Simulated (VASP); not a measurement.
Cu:

```
Cu
1.0
     2.53076    0.00000    0.00000
    -1.26538    2.19171    0.00000
     0.00000    0.00000    8.26182
Cu
4
Direct
  0.00000 0.00000 0.00000
  0.33333 0.66667 0.25000
  0.00000 0.00000 0.50000
  0.66667 0.33333 0.75000
```

Base run:

* Program: VASP 6.6.1
* Functional: BLYP
* Potentials or basis: VASP PAW PBE potentials, release 64 (Cu)
* Cutoff: 520 eV
* k mesh: 10 × 10 × 3
* Occupations: gaussian, width 0.1 eV
* Spin: no spin polarisation

Its results: band gap on the k mesh zero (band 22 reaches 11.63 eV, above the bottom of band 23 at 6.61 eV); pressure 16.2 GPa.

The run is repeated on the same cell with these changes: functional from BLYP to LDA; potentials or basis from VASP PAW PBE potentials, release 64 (Cu) to VASP PAW LDA potentials, release 64 (Cu). What comes out?

Band gap on the k mesh zero (band 22 reaches 10.82 eV, above the bottom of band 23 at 5.94 eV); pressure -7.4 GPa.

Caveats: the PAW data sets were made with another functional, which shifts forces and pressure a little (some runs).
